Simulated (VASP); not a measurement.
The system is SiSn2.

```
CELL_PARAMETERS angstrom
0.00000 3.19014 3.19014
3.19014 0.00000 3.19014
3.19014 3.19014 0.00000
ATOMIC_POSITIONS crystal
Si 0.00000 0.00000 0.00000
Sn 0.25000 0.25000 0.25000
Sn 0.75000 0.75000 0.75000
```

* Program: VASP 6.6.1
* Task: relaxation of cell and atoms
* Functional: r2SCAN
* Potentials or basis: VASP PAW PBE potentials, release 64 (Si, Sn_d)
* Cutoff: 600 eV
* k mesh: 6 × 6 × 6
* Occupations: gaussian, width 0.1 eV
* Spin: no spin polarisation

At the start: pressure 14.1 GPa; volume 21.64 Å³/atom.

Problem. How do energy, volume and symmetry change on relaxing?

Solution. Over 3 steps the energy falls by 156.2 meV/atom and the volume is 25.83 Å³/atom (+19.3 %); space group Fm-3m (No. 225, to 0.05 Å).

Step by step:
| step | energy change (eV) | largest force (eV/Å) | pressure (GPa) | volume (Å³) |
| --- | --- | --- | --- | --- |
| 1 | 0.0000 | 0.0000 | 14.09 | 64.93 |
| 2 | -0.3852 | 0.0000 | -3.65 | 84.52 |
| 3 | -0.4685 | 0.0000 | 0.15 | 77.48 |

Final structure:
```
CELL_PARAMETERS angstrom
0.00000 3.38372 3.38372
3.38372 0.00000 3.38372
3.38372 3.38372 0.00000
ATOMIC_POSITIONS crystal
Si 0.00000 0.00000 0.00000
Sn 0.25000 0.25000 0.25000
Sn 0.75000 0.75000 0.75000
```

Caveat: the volume moved by over 15 % at a fixed basis, so the end points are rough; the PAW data sets were made with another functional, which shifts forces and pressure a little.
